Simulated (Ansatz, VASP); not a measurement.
# WS2 in VASP and in Ansatz

```
W S
1.0
     1.51350    0.87382    5.00130
    -1.51350    0.87382    5.00130
     0.00000   -1.74764    5.00130
W S
1 2
Cartesian
  0.0000 0.0000 14.9943
  0.0000 0.0000 11.3350
  0.0000 0.0000 8.6493
```

Alike in both runs: task single point; functional PBEsol; dispersion D3(BJ); k mesh 12 × 12 × 12; occupations gaussian, width 0.05 eV; no spin polarisation.

```csv
,VASP,Ansatz
version,VASP 6.6.1,Ansatz 0.2.0
potentials or method,"VASP PAW PBE potentials, release 64 (W_sv, S), cutoff 520 eV","scalar-relativistic, plane waves, PAW"
valence electrons in the cell,26,26
```

```tsv
	VASP	Ansatz	Ansatz less VASP
gap on the k mesh at the Fermi level (eV)	none	none	-
rms of the force components (eV/Å)	3.230	3.229	-0.0012
```

VASP's potentials were made for PBE, not for PBEsol, and Ansatz warns of the same on its side. Atom by atom the forces differ by 0.001 eV/Å (rms over components). A gap of «none» marks a metal or a gap that the smearing closes.

Spin-orbit coupling is off throughout.
